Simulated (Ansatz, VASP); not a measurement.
# Two plane-wave programs on Al6N

Contents of INCAR:

```
PREC     = Accurate       # precision mode
ENCUT    = 600            # plane-wave cutoff, eV
EDIFF    = 1E-6           # SCF threshold, eV
ISMEAR   = 0              # smearing method
SIGMA    = 0.2            # smearing width, eV
LREAL    = F              # projectors in reciprocal space
LASPH    = T              # aspherical terms in the spheres
NELM     = 60             # most SCF steps
ALGO     = Normal         # electronic algorithm
ISIF     = 3              # what is computed and relaxed
LWAVE    = F              # write WAVECAR
LCHARG   = F              # write CHGCAR
GGA      = PE             # functional
IBRION   = 2              # ionic algorithm
NSW      = 36             # ionic steps
EDIFFG   = -0.08          # ionic threshold
```

The input KPOINTS:

```
Automatic mesh
0
Gamma
  6 6 1
```

POSCAR

```
Al6N
1.0
    2.9200000000      0.0000000000      0.0000000000
   -1.4600000000      2.5287941800      0.0000000000
    0.0000000000      0.0000000000     26.9200000000
Al N
12 2
Direct
    0.6666666700      0.3333333300      0.6743000000
    0.0000000000      0.0000000000      0.7557000000
    0.3333333300      0.6666666700      0.8371000000
    0.3333333300      0.6666666700      0.5929000000
    0.3333333300      0.6666666700      0.0929000000
    0.6666666700      0.3333333300      0.1857000000
    0.0000000000      0.0000000000      0.0000000000
    0.0000000000      0.0000000000      0.2671000000
    0.6666666700      0.3333333300      0.9186000000
    0.6666666700      0.3333333300      0.4300000000
    0.0000000000      0.0000000000      0.5114000000
    0.3333333300      0.6666666700      0.3486000000
    0.0000000000      0.0000000000      0.0706000000
    0.3333333300      0.6666666700      0.1634000000
```

Input for Ansatz:

```yaml
crystal:
  lattice:
    - [2.92, 0.0, 0.0]
    - [-1.46, 2.52879418, 0.0]
    - [0.0, 0.0, 26.92]
  atoms:
    - { symbol: Al, position: [0.66666667, 0.33333333, 0.6743] }
    - { symbol: Al, position: [0.0, 0.0, 0.7557] }
    - { symbol: Al, position: [0.33333333, 0.66666667, 0.8371] }
    - { symbol: Al, position: [0.33333333, 0.66666667, 0.5929] }
    - { symbol: Al, position: [0.33333333, 0.66666667, 0.0929] }
    - { symbol: Al, position: [0.66666667, 0.33333333, 0.1857] }
    - { symbol: Al, position: [0.0, 0.0, 0.0] }
    - { symbol: Al, position: [0.0, 0.0, 0.2671] }
    - { symbol: Al, position: [0.66666667, 0.33333333, 0.9186] }
    - { symbol: Al, position: [0.66666667, 0.33333333, 0.43] }
    - { symbol: Al, position: [0.0, 0.0, 0.5114] }
    - { symbol: Al, position: [0.33333333, 0.66666667, 0.3486] }
    - { symbol: "N", position: [0.0, 0.0, 0.0706] }
    - { symbol: "N", position: [0.33333333, 0.66666667, 0.1634] }
basis:
  ecutwfc: 420
kpoints:
  mp_grid: { grid: [6, 6, 1] }
hamiltonian:
  xc: pbe
scf:
  occupations: { method: gaussian, width: 0.2 }
  lower_state_search: "off"
output:
  forces: true
  stress: true
  eigenvalues: true
relax:
  adjacent_minimum: "off"
  f_tol: 0.08
  max_steps: 16
  cell: { stress_tol: 0.8 }
```

Alike in both runs: task relaxation of cell and atoms; functional PBE; k mesh 6 × 6 × 1; occupations gaussian, width 0.2 eV; no spin polarisation.

```csv
,VASP,Ansatz
version,VASP 6.6.1,Ansatz 0.2.0
potentials or method,"VASP PAW PBE potentials, release 64 (Al, N), cutoff 600 eV","scalar-relativistic, plane waves, PAW"
valence electrons in the cell,46,46
```

Ansatz gave:

| Property | Result |
| --- | --- |
| gap on the k mesh at the Fermi level, each at its own relaxed structure (eV) | none |
| relaxed volume (Å³/atom) | 15.38 |
| relaxed cell length with the largest relative difference (Å) | 2.948 |

Task: Which values does VASP return?

Result: gap on the k mesh at the Fermi level, each at its own relaxed structure (eV): none; relaxed volume (Å³/atom): 15.42; relaxed cell length with the largest relative difference (Å): 2.952.

A gap of «none» marks a metal or a gap that the smearing closes.

The k mesh is coarse, so the values compare programs but aren't converged.
